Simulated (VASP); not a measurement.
Write the native input for VASP 6.6.1 that does the following.

```
Task                   : single point
Functional             : r2SCAN
Potentials or basis    : VASP PAW PBE potentials, release 64 (Mn_pv)
Cutoff                 : 520 eV
k mesh                 : 13 × 13 × 13
Occupations            : fermi-dirac, width 0.05 eV
Spin                   : collinear spin, antiferromagnetic start
Starting moments       : [-2.264, 2.264] μB
Dipole correction      : no
Further INCAR settings : ALGO = Normal; EDIFF = 1e-06; NBANDS = 24
```

The system is Mn.

```
Mn
1.0
     0.00000    2.38030    2.38030
     2.38030    0.00000    2.38030
     2.38030    2.38030    0.00000
Mn
2
Direct
  0.12500 0.12500 0.12500
  0.87500 0.87500 0.87500
```

This cell differs from its parent crystal: volume scaled by 0.92.

These files were run (other wordings do the same):

POSCAR

```
Mn
1.0
    0.0000000000      2.3803042313      2.3803042313
    2.3803042313      0.0000000000      2.3803042313
    2.3803042313      2.3803042313      0.0000000000
Mn
2
Direct
    0.1250000000      0.1250000000      0.1250000000
    0.8750000000      0.8750000000      0.8750000000
```

INCAR.step1

```
  PREC = Accurate
  ENCUT = 520
  ISMEAR = -1
  SIGMA = 0.05
  LREAL = F
  LASPH = T
  NELM = 150
  ISPIN = 2
  MAGMOM = -2.264 2.264
  LMAXMIX = 4
  NBANDS = 24
  GGA = PE
  ALGO = Normal
  EDIFF = 1E-4
  LWAVE = T
  LCHARG = F
```

INCAR.step2

```
  PREC = Accurate
  ENCUT = 520
  EDIFF = 1E-6
  ISMEAR = -1
  SIGMA = 0.05
  LREAL = F
  LASPH = T
  NELM = 150
  ALGO = Normal
  ISIF = 2
  LWAVE = F
  LCHARG = F
  ISPIN = 2
  MAGMOM = -2.264 2.264
  LORBIT = 11
  LMAXMIX = 4
  METAGGA = R2SCAN
  LMIXTAU = T
  NBANDS = 24
  ISTART = 1
```

KPOINTS

```
regular mesh
0
Gamma
  13 13 13
```

Potentials or basis: VASP PAW PBE potentials, release 64 (Mn_pv).

The run is started by

```console
$ cat potpaw_PBE.64/Mn_pv/POTCAR > POTCAR
$ cp INCAR.step1 INCAR
$ mpirun -np 1 vasp_std > vasp.out
$ cp INCAR.step2 INCAR
$ mpirun -np 1 vasp_std > vasp.out
```

It gave:

```yaml
Pressure: 35.8 GPa
Band_gap_on_the_k_mesh: zero (filled and empty bands overlap)
Net_moment: 0.00 μB per cell
Site_moments: Mn -2.08, +2.08 μB
Valence_electrons_inside_the_program's_atomic_spheres: Mn 12.28
```

Caveat: the PAW data sets were made with another functional, which shifts forces and pressure a little.

Run time: 4.8 min on 1 thread of Intel(R) Xeon(R) 6975P-C (Granite Rapids) (shared host), peak memory 0.23 GiB.
